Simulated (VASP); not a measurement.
A run of VASP 6.6.1 is set up as follows.

INCAR

```
PREC = Accurate
ENCUT = 520
EDIFF = 1E-6
ISMEAR = -1
SIGMA = 0.08
LREAL = F
LASPH = T
NELM = 100
ALGO = Normal
ISIF = 2
LWAVE = F
LCHARG = T
GGA = PS
LELF = T
LVHAR = T
NBANDS = 16
```

The input KPOINTS:

```
Automatic mesh
0
Gamma
  11 11 11
```

The input POSCAR:

```
SiPb
1.0
    2.8788432534      0.0000000000      0.0000000000
    0.0000000000      2.8788432534      0.0000000000
    0.0000000000      0.0000000000      2.8788432534
Pb Si
1 1
Direct
    0.0000000000      0.0000000000      0.0000000000
    0.5000000000      0.5000000000      0.5000000000
```

Potentials or basis: VASP PAW PBE potentials, release 64 (Pb_d, Si).

Command:

```bash
$ cat potpaw_PBE.64/Pb_d/POTCAR potpaw_PBE.64/Si/POTCAR > POTCAR
$ mpirun -np 1 vasp_std > vasp.out
```

Question: Estimate the band gap on the k mesh.

Answer: Zero (band 9 reaches 21.48 eV, above the bottom of band 10 at 15.43 eV).

Question: What does it give for the pressure?

Answer: 181.1 GPa.

Caveat: the PAW data sets were made with another functional, which shifts forces and pressure a little; spin-orbit coupling is left out, which moves the levels of the heavy elements.
